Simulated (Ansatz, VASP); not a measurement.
WC in VASP and in Ansatz

```
CELL_PARAMETERS angstrom
0.00000 2.19268 2.36810
2.19268 0.00000 2.36810
2.19268 2.19268 0.00000
ATOMIC_POSITIONS crystal
W 0.00000 0.00000 0.00000
C 0.50000 0.50000 0.50000
```

Change from the starting cell: strain +0.000 along x and y, +0.080 along z, atoms carried along.

Alike in both runs: task single point; functional PBEsol; k mesh 18 × 18 × 18; occupations gaussian, width 0.15 eV; no spin polarisation.

|  | VASP | Ansatz |
| --- | --- | --- |
| version | VASP 6.6.1 | Ansatz 0.2.0 |
| potentials or method | VASP PAW PBE potentials, release 64 (W_sv, C), cutoff 520 eV | scalar-relativistic, plane waves, PAW |
| valence electrons in the cell | 18 | 18 |

```tsv
	VASP	Ansatz	Ansatz less VASP
gap on the k mesh at the Fermi level (eV)	none	none	-
pressure (GPa)	-28.0	-28.8	-0.71
traceless stress, the component that is largest in VASP (GPa)	-14.24	-14.10	+0.140
```

VASP's potentials were made for PBE, not for PBEsol. A gap of «none» marks a metal or a gap that the smearing closes.

Spin-orbit coupling is off throughout.
